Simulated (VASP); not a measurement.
Runs of VASP 6.6.1 on GaN (rock salt). The structure is that of space group Fm-3m (No. 225), or close to it. The cells are those of the table. 

```csv
cell,gap on the mesh (eV),pressure (GPa)
"a = 2.902 Å, angles 60.0°, 2 atoms",0.99,17.3
"a = 2.860 Å, angles 60.0°, 2 atoms",1.30,33.2
"a = 2.944 Å, angles 60.0°, 2 atoms",0.70,4.7
"a = 2.984 Å, angles 60.0°, 2 atoms",0.44,(b)
"a = 3.023 Å, angles 60.0°, 2 atoms",0.19,-13.2
"a = 2.770 Å, angles 60.0°, 2 atoms",2.02,(a)
"a = 2.816 Å, angles 60.0°, 2 atoms",1.64,53.3
```

Alike in all rows: task single point; level LDA; potentials or basis VASP PAW LDA potentials, release 64 (Ga_d, N); no spin polarisation; k mesh 12 × 12 × 12; cutoff (eV) 600; smearing gaussian 0.03 eV.

Fill in the values left out.

(a) 78.5; (b) -5.4.

A k mesh can miss the band edges, and the runs leave out spin-orbit coupling on Ga.
